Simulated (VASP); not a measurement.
Set up this calculation in VASP 6.6.1, as the native input.

```yaml
Task: single point
Functional: PBE
Potentials_or_basis: VASP PAW PBE potentials, release 64 (Sc_sv, Ta_pv)
Cutoff: 520 eV
k_mesh: 8 × 4 × 4
Occupations: gaussian, width 0.2 eV
Spin: no spin polarisation
Dipole_correction: no
Further_INCAR_settings: ALGO = Fast; EDIFF = 1e-06; NBANDS = 42
```

The structure of Sc2Ta lies in POSCAR:

```
Sc2Ta
1.0
    0.0002358743     -0.0015630886     -2.9440412375
    2.4841262252     -4.3028948160     -0.0019275726
   -7.4519173700     -4.3026550223     -0.0011158941
Sc Ta
4 2
Direct
    0.5001886091      0.4998782432      0.8332076631
    0.4998747807      0.0002459687      0.3332399482
    0.5000634413     -0.0002615411      0.6667691360
    0.4998669429      0.5002286293      0.1667483587
   -0.0000654138      0.4999100884      0.5000170043
    0.0000716398     -0.0000013885      0.0000178897
```

The input as run:

INCAR

```
ALGO = Fast
EDIFF = 1E-6
ENCUT = 520
GGA = PE
ISIF = 2
ISMEAR = 0
LASPH = True
LCHARG = False
LREAL = False
LWAVE = False
NBANDS = 42
NELM = 80
PREC = Accurate
SIGMA = 0.2
```

KPOINTS

```
k-points
0
Gamma
  8 4 4
```

Potentials or basis: VASP PAW PBE potentials, release 64 (Sc_sv, Ta_pv).

Command:

```console
$ cat potpaw_PBE.64/Sc_sv/POTCAR potpaw_PBE.64/Ta_pv/POTCAR > POTCAR
$ mpirun -np 1 vasp_std > vasp.out
```

It gave:

```yaml
Pressure: 0.0 GPa
Largest_force: 0.007 eV/Å
Band_gap_on_the_k_mesh: zero (bands 33 and 34 overlap by 0.90 eV)
```

Caveat: spin-orbit coupling is left out, which moves the levels of the heavy elements.

It took 29 min on 1 thread of AMD EPYC 7571, with other jobs on the host, peak memory 0.4 GiB.
